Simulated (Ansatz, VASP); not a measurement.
## One calculation of Os, two programs

The input POSCAR:

```
Os
1.0
    2.6890335268      0.0000000000      0.0000000000
   -1.3445167634      2.3287713458      0.0000000000
    0.0000000000      0.0000000000      8.6296131509
Os
4
Direct
    1.0000000000      0.0000000000      0.0000000000
    1.0000000000      0.0000000000      0.5000000000
    0.3333333333      0.6666666667      0.2500000000
    0.6666666667      0.3333333333      0.7500000000
```

File INCAR.step1:

```
ALGO = Normal
EDIFF = 1E-4
ENCUT = 520
GGA = PE
ISMEAR = -1
LASPH = T
LCHARG = F
LREAL = F
LWAVE = T
NBANDS = 24
NELM = 80
PREC = Accurate
SIGMA = 0.1
```

Contents of INCAR.step2:

```
ALGO = Normal
EDIFF = 1E-6
ENCUT = 520
ISIF = 2
ISMEAR = -1
ISTART = 1
LASPH = T
LCHARG = F
LMIXTAU = T
LREAL = F
LWAVE = F
METAGGA = R2SCAN
NBANDS = 24
NELM = 80
PREC = Accurate
SIGMA = 0.1
```

KPOINTS

```
k-points
0
Gamma
  15 15 4
```

Input for Ansatz:

```yaml
crystal:
  lattice:
    - [2.6890335268, 0.0, 0.0]
    - [-1.3445167634, 2.3287713458, 0.0]
    - [0.0, 0.0, 8.6296131509]
  atoms:
    - { symbol: Os, position: [1.0, 0.0, 0.0] }
    - { symbol: Os, position: [1.0, 0.0, 0.5] }
    - { symbol: Os, position: [0.3333333333, 0.6666666667, 0.25] }
    - { symbol: Os, position: [0.6666666667, 0.3333333333, 0.75] }
hamiltonian:
  xc: r2scan
  pseudopotentials:
    kind: paw
    azcp:
      Os: "pseudopotentials/Os.paw.azcp"
basis:
  ecutwfc: 500
  fft_grid_basis: typed
kpoints:
  mp_grid: { grid: [15, 15, 4], shift: [0, 0, 0] }
magnetization:
  spin_polarized: false
scf:
  occupations: { method: fermi_dirac, width: 0.1 }
  lower_state_search: "off"
output:
  stress: true
```

Alike in both runs: task single point; functional r2SCAN; k mesh 15 × 15 × 4; occupations fermi-dirac, width 0.1 eV; no spin polarisation.

|  | VASP | Ansatz |
| --- | --- | --- |
| version | VASP 6.6.1 | Ansatz 0.2.0 |
| potentials or method | VASP PAW PBE potentials, release 64 (Os), cutoff 520 eV | plane waves (500 eV) with PAW, scalar-relativistic |
| valence electrons in the cell | 32 | 64 |

|  | VASP | Ansatz | Ansatz less VASP |
| --- | --- | --- | --- |
| pressure (GPa) | 20.4 | 18.8 | -1.61 |
| traceless stress, the component that is largest in VASP (GPa) | 1.89 | 1.86 | -0.029 |

VASP's potentials were made for PBE, not for r2SCAN. VASP's potentials hold 32 valence electrons a cell and Ansatz's 64, so a difference there can come from the potentials and not from the codes.

Neither program's run includes spin-orbit coupling.
